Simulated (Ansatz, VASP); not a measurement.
Na in VASP and in Ansatz

The input INCAR:

```
ALGO     = Normal         # electronic algorithm
EDIFF    = 1E-8           # SCF threshold, eV
ENCUT    = 400            # plane-wave cutoff, eV
GGA      = PS             # functional
GGA_COMPAT= F            
ISIF     = 2              # what is computed and relaxed
ISMEAR   = -1             # smearing method
LASPH    = T              # aspherical terms in the spheres
LCHARG   = F              # write CHGCAR
LEFG     = T            
LREAL    = F              # projectors in reciprocal space
LWAVE    = F              # write WAVECAR
NBANDS   = 10             # bands
NELM     = 120            # most SCF steps
PREC     = Accurate       # precision mode
SIGMA    = 0.05           # smearing width, eV
```

The input KPOINTS:

```
k-points
0
Gamma
  12 12 12
```

Contents of POSCAR:

```
Na
1.0
   -2.0863450653      2.0863450653      2.0863450653
    2.0863450653     -2.0863450653      2.0863450653
    2.0863450653      2.0863450653     -2.0863450653
Na
1
Direct
    0.0000000000      0.0000000000      0.0000000000
```

Input for Ansatz:

```yaml
crystal:
  lattice:
    - [-2.0863450653, 2.0863450653, 2.0863450653]
    - [2.0863450653, -2.0863450653, 2.0863450653]
    - [2.0863450653, 2.0863450653, -2.0863450653]
  atoms:
    - { symbol: Na, position: [0.0, 0.0, 0.0] }
kpoints:
  mp_grid: { grid: [12, 12, 12] }
scf:
  occupations: { method: fermi_dirac, width: 0.05 }
hamiltonian:
  xc: pbesol
  pseudopotentials: { kind: paw }
output:
  forces: true
  stress: true
  eigenvalues: true
  efg: { contact_densities: true }
```

Change from the starting cell: volume scaled by 0.975, PAW files.

Alike in both runs: task electric field gradients; functional PBEsol; k mesh 12 × 12 × 12; occupations fermi-dirac, width 0.05 eV; no spin polarisation.

|  | VASP | Ansatz |
| --- | --- | --- |
| version | VASP 6.6.1 | Ansatz 0.2.0 |
| potentials or method | VASP PAW PBE potentials, release 64 (Na_pv) | PAW with Ansatz's default frozen-core files, scalar-relativistic |
| plane-wave cutoff (eV) | 400 | 420 |
| valence electrons in the cell | 7 | 9 |

```csv
,VASP,Ansatz,Ansatz less VASP
pressure (GPa),-0.2,0.0,+0.21
```

VASP's potentials were made for PBE, not for PBEsol. The functional is the same, so the differences come from potentials, cutoffs and numerics. VASP's potentials hold 7 valence electrons a cell and Ansatz's 9, so a difference there can come from the potentials and not from the codes.
